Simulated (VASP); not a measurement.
# Si16N (a cell with a defect): single point with PBEsol

Crystal: Si16N (a cell with a defect).

```
Si N
1.0
     0.00000    5.43000    5.43000
     5.43000    0.00000    5.43000
     5.43000    5.43000    0.00000
Si N
16 1
Direct
  0.01139 0.98583 0.98858
  0.10791 0.12245 0.12921
  0.98439 0.96572 0.50019
  0.15361 0.08197 0.61505
  0.00110 0.49636 0.99399
  0.13288 0.61008 0.12253
  0.01639 0.45834 0.49632
  0.12931 0.59515 0.62170
  0.47731 0.01736 0.03608
  0.63917 0.12351 0.13516
  0.54609 0.96003 0.50037
  0.62354 0.18008 0.67488
  0.50677 0.49767 0.98887
  0.62834 0.64693 0.09163
  0.49413 0.51942 0.46529
  0.64158 0.59001 0.61501
  0.71155 0.96948 0.59122
```

| Property | Result |
| --- | --- |
| Program | VASP 6.6.1 |
| Task | single point |
| Functional | PBEsol |
| Potentials or basis | VASP PAW PBE potentials, release 64 (Si, N) |
| Cutoff | 520 eV |
| k mesh | 1 × 1 × 1 |
| Occupations | gaussian, width 0.02 eV |
| Spin | collinear spin, zero start |
| Starting moments | [0.0, 0.0, 0.0, 0.0, 0.0, 0.0, 0.0, 0.0, 0.0, 0.0, 0.0, 0.0, 0.0, 0.0, 0.0, 0.0, 0.0] μB |

```yaml
Pressure: 5.4 GPa
Largest_force: 1.633 eV/Å
Band_gap_on_the_k_mesh: 0.07 eV
Net_moment: -1.00 μB per cell
Site_moments: Si -0.02, -0.03, -0.05, -0.01; N -0.01 μB
Valence_electrons_inside_the_program's_atomic_spheres: Si 1.71, 1.61, 1.65, 1.70, 1.67, 1.69, 1.74; N 3.81
```

Forces on the atoms (eV/Å):
```
Si   0.994 -0.168  0.148
Si  -0.447  0.159 -0.729
Si   0.665  0.016  0.018
Si  -1.307  0.178 -0.542
Si   0.371 -0.224  0.318
Si  -0.699  0.390 -0.082
Si   1.086 -0.428  0.077
Si  -0.600 -0.329  0.075
Si   0.142 -0.360 -0.022
Si  -0.650  0.077  0.381
Si   0.144 -0.165 -0.232
Si   1.088  0.629  1.043
Si   0.474 -0.319  0.344
Si  -0.256 -0.254 -0.019
Si   0.274 -0.201 -0.450
Si  -0.681  1.190 -0.487
N   -0.598 -0.190  0.160
```

Stress tensor (GPa, compression positive):
```
 8.18  0.13 -0.41
 0.13  4.38 -0.06
-0.41 -0.06  3.77
```

Levels at points of the mesh, in eV from the valence-band top:
Spin up:
```tsv
k point	band 30	band 31	band 32	band 33	band 34	band 35	band 36	band 37	band 38	band 39
(0.00, 0.00, 0.00)	-0.96	-0.93	-0.37	-0.07	0.00	0.07	0.35	0.66	0.84	0.88
```
Spin down:
```
           k point  band 32  band 33  band 34  band 35  band 36  band 37  band 38  band 39
(0.00, 0.00, 0.00)    -0.39    -0.15    -0.11    -0.04     0.32     0.63     0.79     0.84
```

It took 2.2 min on 1 thread of AMD EPYC 9R14 (Zen 4), on a shared host, peak memory 0.57 GiB.

Caveat: the k points lie up to 1.00 Å⁻¹ apart; the PAW data sets were made with another functional, which shifts forces and pressure a little.
